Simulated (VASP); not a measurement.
Wanted: the native input for a VASP 6.6.1 run.

```
Task                   : single point
Functional             : PBE
Potentials or basis    : VASP PAW PBE potentials, release 64 (Hf_pv, Si, O)
Cutoff                 : 520 eV
k mesh                 : 6 × 6 × 4
Occupations            : gaussian, width 0.02 eV
Spin                   : no spin polarisation
Dipole correction      : no
Further INCAR settings : ALGO = Normal; EDIFF = 1e-06; NBANDS = 37
```

The structure of HfSi2O6 lies in POSCAR:

```
HfSi2O6
1.0
    4.9553433230     -2.5079404205     -0.0125374672
    4.9553433230      2.5079404205     -0.0125374672
   -0.1615720370      0.0000000000      5.8826428571
Hf Si O
1 2 6
Direct
    0.4587935950      0.5412064050      0.0000000000
    0.5193966769      0.9865639269      0.6551787056
    0.0134360731      0.4806033231      0.3448212944
    0.7916039250      0.4295669649      0.2022838980
    0.3048396896      0.1550932370      0.4318781444
    0.5704330351      0.2083960750      0.7977161020
    0.1259401569      0.6285811837      0.1826300001
    0.8449067630      0.6951603104      0.5681218556
    0.3714188163      0.8740598431      0.8173699999
```

One way to write it, as run:

INCAR

```
  PREC = Accurate
  ENCUT = 520
  EDIFF = 1E-6
  ISMEAR = 0
  SIGMA = 0.02
  LREAL = F
  LASPH = T
  NELM = 100
  ALGO = Normal
  ISIF = 2
  LWAVE = F
  LCHARG = F
  GGA = PE
  NBANDS = 37
```

KPOINTS

```
Automatic mesh
0
Gamma
  6 6 4
```

Potentials or basis: VASP PAW PBE potentials, release 64 (Hf_pv, Si, O).

Run with:

```bash
$ cat potpaw_PBE.64/Hf_pv/POTCAR potpaw_PBE.64/Si/POTCAR potpaw_PBE.64/O/POTCAR > POTCAR
$ mpirun -np 1 vasp_std > vasp.out
```

Results of the run:

| Item | Value |
| --- | --- |
| Pressure | -0.4 GPa |
| Largest force | 0.189 eV/Å |
| Band gap on the k mesh | 5.03 eV (least direct gap 5.29 eV) |

Caveat: spin-orbit coupling is left out, which moves the levels of the heavy elements.

Run time: 2.3 min on 1 thread of Intel(R) Xeon(R) 6975P-C (Granite Rapids), on a shared host, peak memory 0.4 GiB.
